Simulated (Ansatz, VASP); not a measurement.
One calculation of BaS, two programs

The input INCAR:

```
SYSTEM = BaS
PREC     = Accurate       ! precision mode
ENCUT    = 520            ! plane-wave cutoff, eV
EDIFF    = 1E-6           ! SCF threshold, eV
ISMEAR   = 0              ! smearing method
SIGMA    = 0.01           ! smearing width, eV
LREAL    = .FALSE.        ! projectors in reciprocal space
LASPH    = .TRUE.         ! aspherical terms in the spheres
NELM     = 100            ! most SCF steps
ALGO     = Normal         ! electronic algorithm
ISIF     = 2              ! what is computed and relaxed
LWAVE    = .FALSE.        ! write WAVECAR
LCHARG   = .FALSE.        ! write CHGCAR
GGA      = CA             ! functional
NBANDS   = 24             ! bands
```

KPOINTS

```
regular mesh
0
G
  6 6 4
  0 0 0
```

Contents of POSCAR:

```
BaS
1.0
    5.3844481214      0.0000000000      0.0000000000
   -2.6922240607      4.6630688585      0.0000000000
    0.0000000000      0.0000000000      6.3816974437
Ba S
2 2
Direct
    0.3333333333      0.6666666667      0.2500000000
    0.6666666667      0.3333333333      0.7500000000
    0.6666666667      0.3333333333      0.2500000000
    0.3333333333      0.6666666667      0.7500000000
```

Input for Ansatz:

```yaml
crystal:
  lattice:
    - [5.3844481214, 0.0, 0.0]
    - [-2.6922240607, 4.6630688585, 0.0]
    - [0.0, 0.0, 6.3816974437]
  atoms:
    - { symbol: Ba, position: [0.3333333333, 0.6666666667, 0.25] }
    - { symbol: Ba, position: [0.6666666667, 0.3333333333, 0.75] }
    - { symbol: S, position: [0.6666666667, 0.3333333333, 0.25] }
    - { symbol: S, position: [0.3333333333, 0.6666666667, 0.75] }
kpoints:
  mp_grid: { grid: [6, 6, 4] }
  band_path:
    path:
      - [0.0, 0.0, 0.0]
      - [0.5, 0.0, 0.0]
      - [0.3333333333, 0.3333333333, 0.0]
      - [0.0, 0.0, 0.5]
      - [0.5, 0.0, 0.5]
      - [0.3333333333, 0.3333333333, 0.5]
    npoints: 1
hamiltonian:
  xc: lda
scf:
  occupations: { method: fixed }
  n_extra_bands: 5
output:
  forces: true
  stress: true
  eigenvalues: true
```

Alike in both runs: task single point; functional LDA; k mesh 6 × 6 × 4; no spin polarisation.

```csv
,VASP,Ansatz
version,VASP 6.6.1,Ansatz 0.2.0
potentials or method,"VASP PAW LDA potentials, release 64 (Ba_sv, S)","plane waves, PAW"
plane-wave cutoff (eV),520,420
occupations,"gaussian, width 0.01 eV",fixed
valence electrons in the cell,32,32
```

VASP gave:

| Quantity | Value |
| --- | --- |
| gap on the k mesh at the Fermi level (eV) | 2.26 |
| pressure (GPa) | -1.9 |
| traceless stress, the component that is largest in VASP (GPa) | -0.23 |

Q: What did Ansatz give for the same quantities?

A: gap on the k mesh at the Fermi level (eV): 2.36; pressure (GPa): -2.4; traceless stress, the component that is largest in VASP (GPa): -0.31.

LDA's correlation is that of Perdew and Zunger in VASP and of Perdew and Wang (1992) in Ansatz.

Spin-orbit coupling is off throughout.
